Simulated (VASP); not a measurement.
Write the native input for VASP 6.6.1 that does the following.

| Item | Value |
| --- | --- |
| Task | single point |
| Functional | r2SCAN |
| Potentials or basis | VASP PAW PBE potentials, release 64 (Ta_pv) |
| Cutoff | 520 eV |
| k mesh | 11 × 11 × 11 |
| Occupations | fermi-dirac, width 0.05 eV |
| Spin | no spin polarisation |
| Dipole correction | no |
| Further INCAR settings | ALGO = Normal; EDIFF = 1e-06; NBANDS = 12 |

Ta:

```xyz
1
Lattice="-1.6413 1.6413 1.6413 1.6413 -1.6413 1.6413 1.6413 1.6413 -1.6413" Properties=species:S:1:pos:R:3 pbc="T T T"
Ta    0.0000    0.0000    0.0000
```

These files were run (other wordings do the same):

POSCAR

```
Ta
1.0
   -1.6412540000      1.6412540000      1.6412540000
    1.6412540000     -1.6412540000      1.6412540000
    1.6412540000      1.6412540000     -1.6412540000
Ta
1
Direct
    0.0000000000      0.0000000000      0.0000000000
```

INCAR.step1

```
PREC = Accurate
ENCUT = 520
ISMEAR = -1
SIGMA = 0.05
LREAL = False
LASPH = True
NELM = 80
NBANDS = 12
GGA = PE
ALGO = Normal
EDIFF = 1E-4
LWAVE = True
LCHARG = False
```

INCAR.step2

```
PREC = Accurate
ENCUT = 520
EDIFF = 1E-6
ISMEAR = -1
SIGMA = 0.05
LREAL = False
LASPH = True
NELM = 80
ALGO = Normal
ISIF = 2
LWAVE = False
LCHARG = True
METAGGA = R2SCAN
LMIXTAU = True
LELF = True
LVHAR = True
NBANDS = 12
ISTART = 1
```

KPOINTS

```
Automatic mesh
0
Gamma
  11 11 11
```

Potentials or basis: VASP PAW PBE potentials, release 64 (Ta_pv).

The run is started by

```bash
$ cat potpaw_PBE.64/Ta_pv/POTCAR > POTCAR
$ cp INCAR.step1 INCAR
$ mpirun -np 1 vasp_std > vasp.out
$ cp INCAR.step2 INCAR
$ mpirun -np 1 vasp_std > vasp.out
```

Results of the run:

```json
{"Pressure": "4.5 GPa"}
```

Caveat: the PAW data sets were made with another functional, which shifts forces and pressure a little.

It took 93 s on 1 thread of AMD EPYC 7R13 (shared host), peak memory 0.12 GiB.
